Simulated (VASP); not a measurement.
Wanted: the native input for a VASP 6.6.1 run.

```
Task                   : electric field gradients
Functional             : PBE
Potentials or basis    : VASP PAW PBE potentials, release 64 (Be, Te)
Cutoff                 : 520 eV
k mesh                 : 9 × 9 × 9
Occupations            : fermi-dirac, width 0.02 eV
Spin                   : no spin polarisation
Dipole correction      : no
Further INCAR settings : ALGO = Normal; EDIFF = 1e-08; NBANDS = 11
```

The structure of BeTe lies in POSCAR:

```
BeTe
1.0
    0.0000000000      2.8314587876      2.8314587876
    2.8314587876      0.0000000000      2.8314587876
    2.8314587876      2.8314587876      0.0000000000
Be Te
1 1
Direct
    0.0000000000      0.0000000000      0.0000000000
    0.2500000000      0.2500000000      0.2500000000
```

The input as run:

INCAR

```
  PREC = Accurate
  ENCUT = 520
  EDIFF = 1E-8
  ISMEAR = -1
  SIGMA = 0.02
  LREAL = F
  LASPH = T
  NELM = 120
  ALGO = Normal
  ISIF = 2
  LWAVE = F
  LCHARG = F
  GGA = PE
  LEFG = T
  NBANDS = 11
  GGA_COMPAT = F
```

KPOINTS

```
regular mesh
0
Gamma
  9 9 9
```

Potentials or basis: VASP PAW PBE potentials, release 64 (Be, Te).

Run with:

```console
$ cat potpaw_PBE.64/Be/POTCAR potpaw_PBE.64/Te/POTCAR > POTCAR
$ mpirun -np 1 vasp_std > vasp.out
```

It gave:

```yaml
Pressure: 0.2 GPa
Band_gap_on_the_k_mesh: 2.04 eV (least direct gap 3.62 eV)
Largest_electric_field_gradient_by_atom: under 0.05 V/Å² on every atom
```

Caveat: spin-orbit coupling is left out, which moves the levels of the heavy elements; an odd mesh through Γ misses points on the zone boundary, where band edges can lie.

Run time: 41 s on 1 thread of Intel Xeon 8259CL (shared host), peak memory 0.18 GiB.
